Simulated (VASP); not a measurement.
The system is ZnCd3Se2.

```
Zn Cd Se
1.0
     6.03268    0.00000    0.00000
    -3.01634    5.22445    0.00000
     0.00000    0.00000    4.66217
Zn Cd Se
1 3 2
Direct
  0.00000 0.00000 0.00000
  0.50000 0.00000 0.50000
  0.50000 0.50000 0.50000
  0.00000 0.50000 0.50000
  0.33333 0.66667 0.00000
  0.66667 0.33333 0.00000
```

The cell was generated, and may not be a known phase.

```yaml
Program: VASP 6.6.1
Task: relaxation of cell and atoms
Functional: PBE
Potentials_or_basis: VASP PAW PBE potentials, release 64 (Zn, Cd, Se)
Cutoff: 600 eV
k_mesh: 6 × 6 × 8
Occupations: gaussian, width 0.1 eV
Spin: no spin polarisation
```

At the start: pressure 2.4 GPa; volume 24.49 Å³/atom.

Q: How do energy, volume and symmetry change on relaxing?

A: Over 9 steps the energy falls by 240.2 meV/atom and the volume is 29.08 Å³/atom (+18.7 %); space group P6/mmm (No. 191, to 0.1 Å) before and after.

Step by step:
```tsv
step	energy change (eV)	largest force (eV/Å)	pressure (GPa)	volume (Å³)
1	0.0000	0.0000	2.44	146.94
2	-0.5689	0.0000	1.28	154.69
3	-1.4323	0.0000	-0.39	175.53
4	-1.4379	0.0000	-0.44	176.91
5	-1.4368	0.0000	-0.42	176.40
6	-1.4402	0.0000	0.30	173.10
7	-1.4412	0.0000	0.06	174.16
8	-1.4412	0.0000	0.04	174.21
9	-1.4414	0.0000	0.02	174.48
```

Final structure:
```cif
data_structure
_symmetry_space_group_name_H-M 'P 1'
_symmetry_Int_Tables_number 1
_cell_length_a 7.1218
_cell_length_b 7.1218
_cell_length_c 3.9722
_cell_angle_alpha 90.000
_cell_angle_beta 90.000
_cell_angle_gamma 120.000
_cell_volume 174.48
loop_
_atom_site_label
_atom_site_type_symbol
_atom_site_fract_x
_atom_site_fract_y
_atom_site_fract_z
_atom_site_occupancy
Zn1 Zn 0.00000 0.00000 0.00000 1
Cd1 Cd 0.50000 0.00000 0.50000 1
Cd2 Cd 0.50000 0.50000 0.50000 1
Cd3 Cd 0.00000 0.50000 0.50000 1
Se1 Se 0.33333 0.66667 0.00000 1
Se2 Se 0.66667 0.33333 0.00000 1
```

Caveat: the volume moved by over 15 % at a fixed basis, so the end points are rough.
